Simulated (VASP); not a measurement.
Set up this calculation in VASP 6.6.1, as the native input.

```yaml
Task: single point
Functional: PBE
Potentials_or_basis: VASP PAW PBE potentials, release 64 (Ge_d)
Cutoff: 520 eV
k_mesh: 9 × 9 × 9
Occupations: fermi-dirac, width 0.05 eV
Spin: no spin polarisation
Dipole_correction: no
Further_INCAR_settings: ALGO = Normal; EDIFF = 1e-07; NBANDS = 21
```

The structure of Ge lies in POSCAR:

```
Ge
1.0
    0.0000000000      2.8859759944      2.8859759944
    2.8859759944      0.0000000000      2.8859759944
    2.8859759944      2.8859759944      0.0000000000
Ge
2
Direct
    0.5000000000      0.5000000000      0.5000000000
    0.7500000000      0.7500000000      0.7500000000
```

The input as run:

INCAR

```
PREC = Accurate
ENCUT = 520
EDIFF = 1E-7
ISMEAR = -1
SIGMA = 0.05
LREAL = False
LASPH = True
NELM = 80
ALGO = Normal
ISIF = 2
LWAVE = False
LCHARG = True
GGA = PE
LELF = True
LVHAR = True
NBANDS = 21
```

KPOINTS

```
regular mesh
0
Gamma
  9 9 9
```

Potentials or basis: VASP PAW PBE potentials, release 64 (Ge_d).

Run with:

```sh
$ cat potpaw_PBE.64/Ge_d/POTCAR > POTCAR
$ mpirun -np 1 vasp_std > vasp.out
```

It gave:

* Pressure: -0.4 GPa
* Band gap on the k mesh: zero (filled and empty bands touch)

It took 30 s on 1 thread of Intel(R) Xeon(R) Platinum 8259CL CPU @ 2.50GHz (Skylake/Cascade Lake), with other jobs on the host, peak memory 0.17 GiB.
